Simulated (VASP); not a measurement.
Input of a VASP 6.6.1 run:

The input INCAR:

```
PREC = Accurate
ENCUT = 500
EDIFF = 1E-6
ISMEAR = 0
SIGMA = 0.01
LREAL = F
LASPH = T
NELM = 120
ALGO = Normal
ISIF = 2
LWAVE = F
LCHARG = F
GGA = PE
NBANDS = 16
GGA_COMPAT = F
```

KPOINTS

```
regular mesh
0
Gamma
  6 6 6
```

Contents of POSCAR:

```
GaP
1.0
    0.0000000000      2.8065218297      2.8065218297
    2.8065218297      0.0000000000      2.8065218297
    2.8065218297      2.8065218297      0.0000000000
Ga P
1 1
Direct
    0.0000000000      0.0000000000      0.0000000000
    0.2500000000      0.2500000000      0.2500000000
```

Potentials or basis: VASP PAW PBE potentials, release 64 (Ga_d, P).

Run with:

```bash
$ cat potpaw_PBE.64/Ga_d/POTCAR potpaw_PBE.64/P/POTCAR > POTCAR
$ mpirun -np 1 vasp_std > vasp.out
```

Predict the band gap on the k mesh.

1.11 eV, direct.

What does it give for the pressure?

-3.9 GPa.

 A k mesh can miss the band edges.
